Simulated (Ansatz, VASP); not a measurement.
Two plane-wave programs on CsH5

INCAR

```
PREC     = Accurate       # precision mode
ENCUT    = 520            # plane-wave cutoff, eV
EDIFF    = 1E-6           # SCF threshold, eV
ISMEAR   = 0              # smearing method
SIGMA    = 0.1            # smearing width, eV
LREAL    = False          # projectors in reciprocal space
LASPH    = True           # aspherical terms in the spheres
NELM     = 100            # most SCF steps
ALGO     = Normal         # electronic algorithm
ISIF     = 2              # what is computed and relaxed
LWAVE    = False          # write WAVECAR
LCHARG   = False          # write CHGCAR
GGA      = PE             # functional
NBANDS   = 16             # bands
```

The input KPOINTS:

```
regular mesh
0
Gamma
  6 6 4
```

The input POSCAR:

```
CsH5
1.0
    5.1564821300      0.0000000000      0.0000000000
   -2.5782410700      4.4656445200      0.0000000000
    0.0000000000      0.0000000000      4.0977420500
Cs H
1 5
Direct
    0.0000000000      0.0000000000      0.0000000000
    0.5000000000      0.0000000000      0.5000000000
    0.5000000000      0.5000000000      0.5000000000
    0.0000000000      0.5000000000      0.5000000000
    0.3333333300      0.6666666700      0.1035658400
    0.6666666700      0.3333333300      0.8964341600
```

Input for Ansatz:

```yaml
crystal:
  lattice:
    - [5.15648213, 0.0, 0.0]
    - [-2.57824107, 4.46564452, 0.0]
    - [0.0, 0.0, 4.09774205]
  atoms:
    - { symbol: Cs, position: [0.0, 0.0, 0.0] }
    - { symbol: H, position: [0.5, 0.0, 0.5] }
    - { symbol: H, position: [0.5, 0.5, 0.5] }
    - { symbol: H, position: [0.0, 0.5, 0.5] }
    - { symbol: H, position: [0.33333333, 0.66666667, 0.10356584] }
    - { symbol: H, position: [0.66666667, 0.33333333, 0.89643416] }
basis:
  ecutwfc: 420
kpoints:
  mp_grid: { grid: [6, 6, 4] }
hamiltonian:
  xc: pbe
scf:
  occupations: { method: gaussian, width: 0.1 }
  lower_state_search: "off"
output:
  forces: true
  stress: true
  eigenvalues: true
```

Alike in both runs: task single point; functional PBE; k mesh 6 × 6 × 4; occupations gaussian, width 0.1 eV; no spin polarisation.

|  | VASP | Ansatz |
| --- | --- | --- |
| version | VASP 6.6.1 | Ansatz 0.2.0 |
| potentials or method | VASP PAW PBE potentials, release 64 (Cs_sv, H), cutoff 520 eV | scalar-relativistic, plane waves, PAW |
| valence electrons in the cell | 14 | 14 |

|  | VASP | Ansatz | Ansatz less VASP |
| --- | --- | --- | --- |
| gap on the k mesh at the Fermi level (eV) | none | none | - |
| pressure (GPa) | -4.1 | -4.0 | +0.04 |
| traceless stress, the component that is largest in VASP (GPa) | -4.03 | -4.04 | -0.006 |
| rms of the force components (eV/Å) | 0.270 | 0.270 | +0.0001 |

Atom by atom the forces differ by 0.000 eV/Å (rms over components). A gap of «none» marks a metal or a gap that the smearing closes.

The k mesh is coarse, so the values compare programs but aren't converged. Neither program's run includes spin-orbit coupling.
